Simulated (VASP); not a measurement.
## MnS: single point with PBEsol

Crystal: MnS.

```
Mn S
1.0
     0.00000    2.60450    2.60450
     2.60450    0.00000    2.60450
     2.60450    2.60450    0.00000
Mn S
1 1
Direct
  0.00000 0.00000 0.00000
  0.50000 0.50000 0.50000
```

```yaml
Program: VASP 6.6.1
Task: single point
Functional: PBEsol
Potentials_or_basis: VASP PAW PBE potentials, release 64 (Mn_pv, S)
Cutoff: 520 eV
k_mesh: 7 × 7 × 7
Occupations: fermi-dirac, width 0.05 eV
Spin: collinear spin, ferromagnetic start
Starting_moments: "[6.0, 0.0] μB"
Fixed_moment: 6 μB
Dipole_correction: no
Further_INCAR_settings: ALGO = Normal; EDIFF = 1e-06; NBANDS = 20
```

```
Pressure                                              : 8.9 GPa
Net moment                                            : 6.00 μB per cell
Site moments                                          : Mn +4.62; S +0.47 μB
Valence electrons inside the program's atomic spheres : Mn 11.34; S 3.63
```

It took 15 s on 1 thread of Intel(R) Xeon(R) Platinum 8559C (Emerald Rapids), with other jobs on the host, peak memory 0.18 GiB.

Caveat: the PAW data sets were made with another functional, which shifts forces and pressure a little; the total moment is fixed, so each spin has its own Fermi level; a cell with one magnetic atom can't hold antiferromagnetic order, which such compounds often take.
